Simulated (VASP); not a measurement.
## C: single point with PBE

Crystal: C.

```
C
1.0
     0.00000    1.78577    1.78577
     1.78577    0.00000    1.78577
     1.78577    1.78577    0.00000
C
2
Direct
  0.50000 0.50000 0.50000
  0.75000 0.75000 0.75000
```

- Program: VASP 6.6.1
- Task: single point
- Functional: PBE
- Potentials or basis: VASP PAW PBE potentials, release 64 (C)
- Cutoff: 520 eV
- k mesh: 12 × 12 × 12
- Occupations: gaussian, width 0.02 eV
- Spin: no spin polarisation

| Property | Result |
| --- | --- |
| Pressure | 0.7 GPa |
| Band gap on the k mesh | 4.14 eV, indirect (least direct gap 5.58 eV) |

Levels at points of the mesh, in eV from the valence-band top:
```tsv
k point	band 1	band 2	band 3	band 4	band 5	band 6	band 7	band 8	band 9
(0.00, 0.00, 0.00)	-21.42	0.00	0.00	0.00	5.58	5.58	5.58	13.24	19.24
(0.50, 0.00, 0.00)	-15.67	-13.33	-2.79	-2.79	8.44	8.44	8.79	15.66	21.84
(0.50, 0.50, 0.00)	-12.73	-12.73	-6.27	-6.27	4.75	4.75	16.75	16.75	23.16
```

It took 8.5 s on 1 thread of AMD EPYC 7R43 64-Core Processor (Zen 3) (shared host), peak memory 0.08 GiB.

A k mesh can miss the band edges.
